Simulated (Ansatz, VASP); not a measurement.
Hf: VASP beside Ansatz

```
Hf
1.0
    -1.77369    1.77369    1.77369
     1.77369   -1.77369    1.77369
     1.77369    1.77369   -1.77369
Hf
1
Direct
  0.00000 0.00000 0.00000
```

Alike in both runs: functional PBE; k mesh 9 × 9 × 9; occupations fermi-dirac, width 0.05 eV; no spin polarisation.

Ansatz relaxed the structure, and its values are those at the end. VASP's run is a single point on that final structure, the one shown.

|  | VASP | Ansatz |
| --- | --- | --- |
| version | VASP 6.6.1 | Ansatz 0.2.0 |
| potentials or method | VASP PAW PBE potentials, release 64 (Hf_pv), cutoff 520 eV | plane waves, PAW |
| valence electrons in the cell | 10 | 26 |

Ansatz gave:

```
pressure (GPa) : 0.0
```

Task: Which values does VASP return?

Result: Pressure (GPa): -0.4.

VASP's potentials hold 10 valence electrons a cell and Ansatz's 26, so a difference there can come from the potentials and not from the codes.

Spin-orbit coupling is off throughout.
